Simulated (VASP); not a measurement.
RePb3: single point with PBE

The system is RePb3.

```
Re Pb
1.0
     4.65164    0.00000    0.00000
     0.00000    4.65164    0.00000
     0.00000    0.00000    4.65164
Re Pb
1 3
Direct
  0.00000 0.00000 0.00000
  0.00000 0.50000 0.50000
  0.50000 0.00000 0.50000
  0.50000 0.50000 0.00000
```

```yaml
Program: VASP 6.6.1
Task: single point
Functional: PBE
Potentials_or_basis: VASP PAW PBE potentials, release 64 (Re, Pb_d)
Cutoff: 520 eV
k_mesh: 10 × 10 × 10
Occupations: gaussian, width 0.1 eV
Spin: no spin polarisation
```

| Property | Result |
| --- | --- |
| Pressure | -0.1 GPa |
| Band gap on the k mesh | zero (an odd number of electrons rules out a gap without spin polarisation) |

Levels at points of the mesh, in eV from the Fermi level:
```tsv
k point	band 20	band 21	band 22	band 23	band 24	band 25	band 26	band 27	band 28	band 29
(0.00, 0.00, 0.00)	-2.92	-2.92	-0.40	-0.40	-0.40	-0.01	-0.01	0.07	2.90	2.90
(0.50, 0.00, 0.00)	-2.66	-2.08	-1.51	-0.41	0.13	0.21	0.21	1.23	1.32	1.32
(0.50, 0.50, 0.00)	-1.82	-1.82	-0.89	-0.40	-0.24	0.46	0.74	0.75	0.75	3.76
(0.50, 0.50, 0.50)	-3.60	-3.60	-3.60	-1.16	-0.01	-0.01	0.47	0.47	0.47	6.96
```

Wall time 5 min on 1 thread of Intel(R) Xeon(R) Platinum 8259CL CPU @ 2.50GHz (Skylake/Cascade Lake), with other jobs on the host, peak memory 0.31 GiB.

Caveat: spin-orbit coupling is left out, which moves the levels of the heavy elements.
